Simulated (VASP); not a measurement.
Set up this calculation in VASP 6.6.1, as the native input.

```
Task                   : single point
Functional             : r2SCAN
Potentials or basis    : VASP PAW PBE potentials, release 64 (B, P)
Cutoff                 : 520 eV
k mesh                 : 9 × 9 × 4
Occupations            : gaussian, width 0.01 eV
Spin                   : no spin polarisation
Dipole correction      : no
Further INCAR settings : ALGO = Normal; EDIFF = 1e-07; NBANDS = 16
```

The system is BP.

```
B P
1.0
     3.13853    0.00000    0.00000
    -1.56927    2.71805    0.00000
     0.00000    0.00000    8.29379
B P
2 2
Cartesian
  0.0000 1.8120 2.0734
  1.5693 0.9060 6.2203
  1.5693 0.9060 2.0734
  0.0000 1.8120 6.2203
```

The input as run:

POSCAR

```
BP
1.0
    3.1385306184      0.0000000000      0.0000000000
   -1.5692653092      2.7180472461      0.0000000000
    0.0000000000      0.0000000000      8.2937906450
B P
2 2
Direct
    0.3333333333      0.6666666667      0.2500000000
    0.6666666667      0.3333333333      0.7500000000
    0.6666666667      0.3333333333      0.2500000000
    0.3333333333      0.6666666667      0.7500000000
```

INCAR.step1

```
SYSTEM = BP
PREC = Accurate
ENCUT = 520
ISMEAR = 0
SIGMA = 0.01
LREAL = .FALSE.
LASPH = .TRUE.
NELM = 100
NBANDS = 16
GGA = PE
ALGO = Normal
EDIFF = 1E-4
LWAVE = .TRUE.
LCHARG = .FALSE.
```

INCAR.step2

```
SYSTEM = BP
PREC = Accurate
ENCUT = 520
EDIFF = 1E-7
ISMEAR = 0
SIGMA = 0.01
LREAL = .FALSE.
LASPH = .TRUE.
NELM = 100
ALGO = Normal
ISIF = 2
LWAVE = .FALSE.
LCHARG = .TRUE.
METAGGA = R2SCAN
LMIXTAU = .TRUE.
LELF = .TRUE.
LVHAR = .TRUE.
NBANDS = 16
ISTART = 1
```

KPOINTS

```
regular mesh
0
G
  9 9 4
  0 0 0
```

Potentials or basis: VASP PAW PBE potentials, release 64 (B, P).

The run is started by

```bash
$ cat potpaw_PBE.64/B/POTCAR potpaw_PBE.64/P/POTCAR > POTCAR
$ cp INCAR.step1 INCAR
$ mpirun -np 1 vasp_std > vasp.out
$ cp INCAR.step2 INCAR
$ mpirun -np 1 vasp_std > vasp.out
```

It gave:

The pressure is 6.7 GPa and the band gap on the k mesh is 0.99 eV.

Caveat: the stress differs along the axes, from 0 to 10 GPa; the PAW data sets were made with another functional, which shifts forces and pressure a little.

Run time: 92 s on 1 thread of AMD EPYC 9R45 96-Core Processor (Zen 5), on a shared host, peak memory 0.17 GiB.
